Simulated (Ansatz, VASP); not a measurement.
## One calculation of InReSe4, two programs

```
In Re Se
1.0
     0.00000    4.17904    4.17904
     4.17904    0.00000    4.17904
     4.17904    4.17904    0.00000
In Re Se
1 1 4
Direct
  0.00000 0.00000 0.00000
  0.75000 0.75000 0.75000
  0.87355 0.37548 0.37548
  0.37548 0.37548 0.37548
  0.37548 0.87355 0.37548
  0.37548 0.37548 0.87355
```

Change from the starting cell: species swapped into the GdInPt4 type (F-43m, No. 216).

Alike in both runs: task relaxation of cell and atoms; functional PBE; k mesh 8 × 8 × 8; occupations gaussian, width 0.1 eV; collinear spin.

|  | VASP | Ansatz |
| --- | --- | --- |
| version | VASP 6.6.1 | Ansatz 0.2.0 |
| potentials or method | VASP PAW PBE potentials, release 64 (In_d, Re, Se), cutoff 600 eV | scalar-relativistic, plane waves, PAW |
| valence electrons in the cell | 44 | 92 |

Ansatz gave:

```
gap on the k mesh at the Fermi level, each at its own relaxed structure (eV) : none
net moment per atom (μB)                                                     : 0.76
size of the moment on the site where the two differ most (μB)                : 3.94
relaxed volume (Å³/atom)                                                     : 23.13
relaxed length of the cell vector where the two differ most in proportion (Å)              : 5.811
```

**Question.** What did VASP give for the same quantities?

**Answer.** gap on the k mesh at the Fermi level, each at its own relaxed structure (eV): none; net moment per atom (μB): 0.76; size of the moment on the site where the two differ most (μB): 3.81; relaxed volume (Å³/atom): 23.09; relaxed length of the cell vector where the two differ most in proportion (Å): 5.808.

Site moments also hang on the region over which each program counts them. A gap of «none» marks a metal or a gap that the smearing closes. VASP's potentials hold 44 valence electrons a cell and Ansatz's 92, so a difference there can come from the potentials and not from the codes.

Spin-orbit coupling is off throughout.
